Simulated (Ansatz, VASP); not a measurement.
This is a calculation of C for Ansatz 0.2.0.

Contents of input.yaml:

```yaml
crystal:
  lattice:
    - [0.0, 1.7469644787, 1.7469644787]
    - [1.7469644787, 0.0, 1.7469644787]
    - [1.7469644787, 1.7469644787, 0.0]
  atoms:
    - { symbol: C, position: [0.75, 0.75, 0.75] }
    - { symbol: C, position: [0.5, 0.5, 0.5] }
hamiltonian:
  xc: blyp
  pseudopotentials: { kind: paw }
  dispersion: d4
kpoints:
  mp_grid: { grid: [13, 13, 13] }
scf:
  occupations: { method: fermi_dirac, width: 0.05 }
output:
  forces: true
  stress: true
  eigenvalues: true
```

Potentials or basis: Ansatz PAW.

The run is started by

```console
$ ansatz run input.yaml --threads 2 --pin off --max-ram 5120MiB --backend cpu --events-out ev --progress --plain --runs-dir out
```

Question: Translate it to VASP 6.6.1. Potentials there: VASP PAW PBE potentials, release 64 (C).

Answer: As run (the cutoff follows the program's own potentials):

Contents of INCAR:

```
AGGAC = 1.0
AGGAX = 1.0
ALDAC = 0.0
ALDAX = 1.0
ALGO = Normal
EDIFF = 1E-6
ENCUT = 520
GGA = B5
ISIF = 2
ISMEAR = -1
IVDW = 13
LASPH = T
LCHARG = F
LREAL = F
LWAVE = F
NBANDS = 11
NELM = 80
PREC = Accurate
SIGMA = 0.05
VDW_A1 = 0.44488865
VDW_A2 = 4.0933009
VDW_S6 = 1.0
VDW_S8 = 2.34076671
```

KPOINTS

```
k-points
0
Gamma
  13 13 13
```

File POSCAR:

```
C
1.0
    0.0000000000      1.7469644787      1.7469644787
    1.7469644787      0.0000000000      1.7469644787
    1.7469644787      1.7469644787      0.0000000000
C
2
Direct
    0.7500000000      0.7500000000      0.7500000000
    0.5000000000      0.5000000000      0.5000000000
```

Potentials or basis: VASP PAW PBE potentials, release 64 (C).

Run with:

```bash
$ cat potpaw_PBE.64/C/POTCAR > POTCAR
$ mpirun -np 1 vasp_std > vasp.out
```

Both were run:

|  | VASP | Ansatz | Ansatz less VASP |
| --- | --- | --- | --- |
| gap on the k mesh at the Fermi level (eV) | 4.63 | 4.62 | -0.005 |
| least direct gap on the mesh (eV) | 5.93 | 5.91 | -0.012 |

VASP's potentials were made for PBE, not for BLYP.

Noted on Ansatz's run: Pulay correction over one GPa; odd divisions of the mesh miss points on the zone boundary, where band edges often lie, so the gap on the mesh can be too wide.
